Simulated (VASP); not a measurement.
# Ga2P (P6_3/mmc) in VASP: single point with PBE

Aim: the single point of Ga2P with PBE.

Program: VASP 6.6.1. These are calculated values, not measurements. Logs are shortened: lines on timing, memory, paths and dates and some standing lists are left out, and cuts for length are marked.

## Step 1: The cell of the first run

Symmetry: P6_3/mmc, No. 194, hexagonal system. The conventional cell has a = 4.682 Å, b = 4.682 Å, c = 5.555 Å, α = 90.00°, β = 90.00°, γ = 120.00°. Ga (site symmetry -3m) has 8 Ga at 2.78 to 3.04 Å and 6 P at 3.04 Å within 3.7 Å. Ga (site symmetry -6m2) has 5 P at 2.70 to 2.78 Å and 6 Ga at 3.04 Å within 3.6 Å. P (site symmetry -6m2) has 11 Ga at 2.70 to 3.04 Å within 3.6 Å.

## Step 2: Single point, PBE

File INCAR:

```
PREC = Accurate ; ENCUT = 500
EDIFF = 1E-6 ; ISMEAR = 0
SIGMA = 0.2 ; LREAL = False
LASPH = True ; NELM = 120
ALGO = Normal ; ISIF = 2
LWAVE = False ; LCHARG = True
GGA = PE ; LELF = True
LVHAR = True ; NBANDS = 74
GGA_COMPAT = False
```

File KPOINTS:

```
regular mesh
0
Gamma
  6 6 2
```

File POSCAR:

```
Ga2P
1.0
    4.6823794821      0.0000000000      0.0000000000
   -2.3411897410      4.0550595817      0.0000000000
    0.0000000000      0.0000000000     11.1107788687
Ga P
8 4
Direct
    0.0000000000      1.0000000000      0.2500000000
    0.0000000000      0.0000000000      0.7500000000
    0.0000000000      0.0000000000      0.0000000000
    0.0000000000      1.0000000000      0.5000000000
    0.6666666667      0.3333333333      0.1250000000
    0.6666666667      0.3333333333      0.6250000000
    0.3333333333      0.6666666667      0.3750000000
    0.3333333333      0.6666666667      0.8750000000
    0.6666666667      0.3333333333      0.3750000000
    0.6666666667      0.3333333333      0.8750000000
    0.3333333333      0.6666666667      0.1250000000
    0.3333333333      0.6666666667      0.6250000000
```

Potentials or basis: VASP PAW PBE potentials, release 64 (Ga_d, P).

Started as:

```console
$ cat potpaw_PBE.64/Ga_d/POTCAR potpaw_PBE.64/P/POTCAR > POTCAR
$ mpirun -np 1 vasp_std > vasp.out
```

OUTCAR:

```text
PREC = Accurate
   ENCUT = 500
   EDIFF = 1E-6
   ISMEAR = 0
   LREAL = False
   LASPH = True
   NELM = 120
   ISIF = 2
   GGA = PE

 ion  position               nearest neighbor table
   1  0.000  0.000  0.250-   3 2.78   4 2.78
   2  0.000  0.000  0.750-   3 2.78   4 2.78
   3  0.000  0.000  0.000-   1 2.78   2 2.78
   4  0.000  0.000  0.500-   1 2.78   2 2.78
   5  0.667  0.333  0.125-  11 2.70  11 2.70  11 2.70   9 2.78  10 2.78
   6  0.667  0.333  0.625-  12 2.70  12 2.70  12 2.70   9 2.78  10 2.78
   7  0.333  0.667  0.375-   9 2.70   9 2.70   9 2.70  12 2.78  11 2.78
   8  0.333  0.667  0.875-  10 2.70  10 2.70  10 2.70  12 2.78  11 2.78
   9  0.667  0.333  0.375-   7 2.70   7 2.70   7 2.70   5 2.78   6 2.78
  10  0.667  0.333  0.875-   8 2.70   8 2.70   8 2.70   5 2.78   6 2.78
  11  0.333  0.667  0.125-   5 2.70   5 2.70   5 2.70   8 2.78   7 2.78
  12  0.333  0.667  0.625-   6 2.70   6 2.70   6 2.70   8 2.78   7 2.78

  LATTYP: Found a hexagonal cell.
 ALAT       =     4.6823794821
 C/A-ratio  =     2.3728915845

  Lattice vectors:

 A1 = (   4.6823794821,   0.0000000000,   0.0000000000)
 A2 = (  -2.3411897410,   4.0550595817,   0.0000000000)
 A3 = (   0.0000000000,   0.0000000000,  11.1107788687)

Analysis of symmetry for initial positions (statically):
=====================================================================
 Subroutine PRICEL returns following result:

  LATTYP: Found a hexagonal cell.
 ALAT       =     4.6823794821
 C/A-ratio  =     1.1864457923

  Lattice vectors:

 A1 = (   4.6823794821,   0.0000000000,   0.0000000000)
 A2 = (  -2.3411897410,   4.0550595817,   0.0000000000)
 A3 = (   0.0000000000,   0.0000000000,   5.5553894344)

   2 primitive cells build up your supercell.

 Routine SETGRP: Setting up the symmetry group for a
 hexagonal supercell.

 Subroutine GETGRP returns: Found 24 space group operations
 (whereof 12 operations were pure point group operations)
 out of a pool of 24 trial point group operations.

The static configuration has the point symmetry D_3d.
 The point group associated with its full space group is D_6h.

Analysis of symmetry for dynamics (positions and initial velocities):
=====================================================================
 Subroutine PRICEL returns following result:

  LATTYP: Found a hexagonal cell.
 ALAT       =     4.6823794821
 C/A-ratio  =     1.1864457923

  Lattice vectors:

 A1 = (   4.6823794821,   0.0000000000,   0.0000000000)
 A2 = (  -2.3411897410,   4.0550595817,   0.0000000000)
 A3 = (   0.0000000000,   0.0000000000,   5.5553894344)

   2 primitive cells build up your supercell.

 Routine SETGRP: Setting up the symmetry group for a
 hexagonal supercell.

 Subroutine GETGRP returns: Found 24 space group operations
 (whereof 12 operations were pure point group operations)
 out of a pool of 24 trial point group operations.

The dynamic configuration has the point symmetry D_3d.
 The point group associated with its full space group is D_6h.

 Subroutine INISYM returns: Found 24 space group operations
 (whereof 12 operations are pure point group operations),
 and found     2 'primitive' translations

----------------------------------------------------------------------------------------

                                     Primitive cell

  volume of cell :     105.4820

  direct lattice vectors                    reciprocal lattice vectors
     4.682379482  0.000000000  0.000000000     0.213566629  0.123302751  0.000000000
    -2.341189741  4.055059582  0.000000000     0.000000000  0.246605501  0.000000000
     0.000000000  0.000000000  5.555389434     0.000000000  0.000000000  0.180005382

  length of vectors
     4.682379482  4.682379482  5.555389434     0.246605501  0.246605501  0.180005382

  position of ions in fractional coordinates (direct lattice)
     0.000000000  0.000000000  0.500000000
     0.000000000  0.000000000  0.000000000
     0.666666667  0.333333333  0.250000000
     0.333333333  0.666666667  0.750000000
     0.666666667  0.333333333  0.750000000
     0.333333333  0.666666667  0.250000000

  ion indices of the primitive-cell ions
   primitive index   ion index
                 1           1
                 2           3
                 3           5
                 4           7
                 5           9
                 6          11

----------------------------------------------------------------------------------------

 KPOINTS: regular mesh

Automatic generation of k-mesh.
 Grid dimensions read from file:
 generate k-points for:    6    6    2

 Generating k-lattice:

  Cartesian coordinates                     Fractional coordinates (reciprocal lattice)
     0.035594438  0.020550458  0.000000000     0.166666667 -0.000000000  0.000000000
     0.000000000  0.041100917  0.000000000     0.000000000  0.166666667  0.000000000
     0.000000000  0.000000000  0.045001346     0.000000000  0.000000000  0.500000000

  Length of vectors
     0.041100917  0.041100917  0.045001346

  Shift w.r.t. Gamma in fractional coordinates (k-lattice)
     0.000000000  0.000000000  0.000000000

 Subroutine IBZKPT returns following result:
 ===========================================

 Found     14 irreducible k-points:

 Following reciprocal coordinates:
            Coordinates               Weight
  0.000000  0.000000  0.000000      1.000000
  0.166667 -0.000000  0.000000      6.000000
  0.333333  0.000000  0.000000      6.000000
  0.500000 -0.000000  0.000000      3.000000
  0.166667  0.166667  0.000000      6.000000
  0.333333  0.166667  0.000000     12.000000
  0.333333  0.333333  0.000000      2.000000
  0.000000  0.000000  0.500000      1.000000
  0.166667 -0.000000  0.500000      6.000000
  0.333333  0.000000  0.500000      6.000000
  0.500000 -0.000000  0.500000      3.000000
  0.166667  0.166667  0.500000      6.000000
  0.333333  0.166667  0.500000     12.000000
  0.333333  0.333333  0.500000      2.000000
   k-points           NKPTS =     14   k-points in BZ     NKDIM =     14   number of bands    NBANDS=     74
   number of dos      NEDOS =    301   number of ions     NIONS =     12
   total plane-waves  NPLWV = 108864
   dimension x,y,z NGX =    36 NGY =   36 NGZ =   84
   dimension x,y,z NGXF=    72 NGYF=   72 NGZF=  168
   ions per type =               8   4
   NGX,Y,Z   is equivalent  to a cutoff of  12.78, 12.78, 12.57 a.u.
   NGXF,Y,Z  is equivalent  to a cutoff of  25.56, 25.56, 25.14 a.u.
 SYSTEM =  unknown system
   PREC   = accura    normal or accurate (medium, high low for compatibility)
   ISTART =      0    job   : 0-new  1-cont  2-samecut
   ICHARG =      2    charge: 1-file 2-atom 10-const
   ISPIN  =      1    spin polarized calculation?
   LNONCOLLINEAR =      F non collinear calculations
   LSORBIT =      F    spin-orbit coupling
   LASPH  =      T    aspherical Exc in radial PAW
   ENCUT  =  500.0 eV  36.75 Ry    6.06 a.u.   8.54  8.54 20.26*2*pi/ulx,y,z
   NELM   =    120;   NELMIN=  2; NELMDL= -5     # of ELM steps
   EDIFF  = 0.1E-05   stopping-criterion for ELM
   LREAL  =      F    real-space projection
   EDIFFG = 0.1E-04   stopping-criterion for IOM
   NSW    =      0    number of steps for IOM
   IBRION =     -1    ionic relax: 0-MD 1-quasi-New 2-CG
   NFREE  =      0    steps in history (QN), initial steepest desc. (CG)
   ISIF   =      2    stress and relaxation
   ISYM   =      2    0-nonsym 1-usesym 2-fastsym
   POTIM  = 0.5000    time-step for ionic-motion
   TEBEG  =    0.0;   TEEND  =   0.0 temperature during run
   PSTRESS=    0.0 pullay stress
   NELECT =     124.0000    total number of electrons
   NUPDOWN=      -1.0000    fix difference up-down
   EMIN   =  10.00;   EMAX   =-10.00  energy-range for DOS
   EFERMI =   0.00;   METHOD = LEGACY
   ISMEAR =     0;   SIGMA  =   0.20  broadening in eV -4-tet -1-fermi 0-gaus
   EFERMI_NEDOS =   21; number of points for ismear=-14 and -15
   IALGO  =     38    algorithm
   IMIX   =      4    mixing-type and parameters
     AMIX     =   0.40;   BMIX     =  1.00
     AMIX_MAG =   1.60;   BMIX_MAG =  1.00
  volume/ion in A,a.u.               =      17.58       118.64
  Fermi-wavevector in a.u.,A,eV,Ry     =   1.371343  2.591462 25.586848  1.880580
  Thomas-Fermi vector in A             =   2.497048
   LORBIT       =      0    0 simple, 1 ext, 2 COOP (PROOUT), +10 PAW based schemes
   GGA     = PE    functional components
   LHFCALC =     F    Hartree Fock is set to
   AEXX    =    0.0000 exact exchange contribution
   IVDW    =     0    specifies the selected vdW correction
   LEPSILON=     F    determine dielectric tensor
   LRPA    =     F    only Hartree local field effects (RPA)
 non-spin polarized calculation
 Gauss-broadening in eV      SIGMA  =   0.20
  energy-cutoff  :      500.00
  volume of cell :      210.96
 maximum number of plane-waves:      5404
 NGX is ok and might be reduce to    36
   NGX = 17   NGY = 17   NGZ = 41

 number of electron     124.0000057 magnetization

 Free energy of the ion-electron system (eV)
  ---------------------------------------------------
  ext. energy  EPLUGINS =         0.00000000
  ---------------------------------------------------
  free energy    TOTEN  =       -43.10417294 eV

  energy without entropy =      -42.95544167  energy(sigma->0) =      -43.02980730

 E-fermi :   6.5091     XC(G=0): -11.0971

 val. band max:        6.4654396961   @ k =   0.3333   0.0000   0.5000
 cond. band min:       6.5113078707   @ k =   0.3333   0.1667   0.5000
 fundamental gap:      0.0458681746
 Fermi energy:         6.5091115635

 k-point     1 :       0.0000    0.0000    0.0000
  band No.  band energies     occupation
      1      -8.5651      2.00000
      2      -8.5137      2.00000
      3      -8.5137      2.00000
      4      -8.4489      2.00000
      5      -8.4489      2.00000
      6      -8.4361      2.00000
[... 66 lines left out ...]
     73       9.2269      0.00000
     74       9.5179      0.00000
[... 999 lines left out ...]
     73      11.2116      0.00000
     74      11.2116      0.00000

------------------------ aborting loop because EDIFF is reached ----------------------------------------

  FORCE on cell =-STRESS in cart. coord.  units (eV):
  Direction    XX          YY          ZZ          XY          YZ          ZX
  --------------------------------------------------------------------------------------
  -------------------------------------------------------------------------------------
  Total       -0.2045566     -0.2045566      1.7351648     -0.0000000      0.0000000      0.0000000
  in kB       -1.5535159     -1.5535159     13.1778014     -0.0000000      0.0000000      0.0000000
  external PRESSURE =       3.3569232 kB  Pullay stress =       0.0000000 kB

 VOLUME and BASIS-vectors are now :
 -----------------------------------------------------------------------------
  energy-cutoff  :      500.00
  volume of cell :      210.96
      direct lattice vectors                 reciprocal lattice vectors
     4.682379482  0.000000000  0.000000000     0.213566629  0.123302751  0.000000000
    -2.341189741  4.055059582  0.000000000     0.000000000  0.246605501  0.000000000
     0.000000000  0.000000000 11.110778869     0.000000000  0.000000000  0.090002691

 POSITION                                       TOTAL-FORCE (eV/Angst)
 -----------------------------------------------------------------------------------
      0.00000      0.00000      2.77769        -0.000000      0.000000     -0.000000
      0.00000      0.00000      8.33308         0.000000      0.000000     -0.000000
      0.00000      0.00000      0.00000         0.000000      0.000000      0.000000
      0.00000      0.00000      5.55539         0.000000      0.000000      0.000000
      2.34119      1.35169      1.38885         0.000000      0.000000      0.000000
      2.34119      1.35169      6.94424        -0.000000     -0.000000      0.000000
     -0.00000      2.70337      4.16654        -0.000000     -0.000000     -0.000000
     -0.00000      2.70337      9.72193         0.000000      0.000000      0.000000
      2.34119      1.35169      4.16654         0.000000      0.000000     -0.000000
      2.34119      1.35169      9.72193         0.000000      0.000000     -0.000000
     -0.00000      2.70337      1.38885         0.000000     -0.000000      0.000000
     -0.00000      2.70337      6.94424        -0.000000     -0.000000      0.000000
 -----------------------------------------------------------------------------------
    total drift:                               -0.000000     -0.000000      0.000000

  FREE ENERGIE OF THE ION-ELECTRON SYSTEM (eV)
  ---------------------------------------------------
  free  energy   TOTEN  =       -43.1041729436 eV

  energy  without entropy=      -42.9554416662  energy(sigma->0) =      -43.02980730
```

Run time: 6.4 min. Hardware: 1 thread of Intel Xeon 6975P-C, shared host; peak memory 0.39 GiB.

Results:

```yaml
Free_energy: -43.1042 eV
Pressure: 0.3 GPa
Band_gap_on_the_k_mesh: zero (band 62 reaches 7.69 eV, above the bottom of band 63 at 5.82 eV)
```
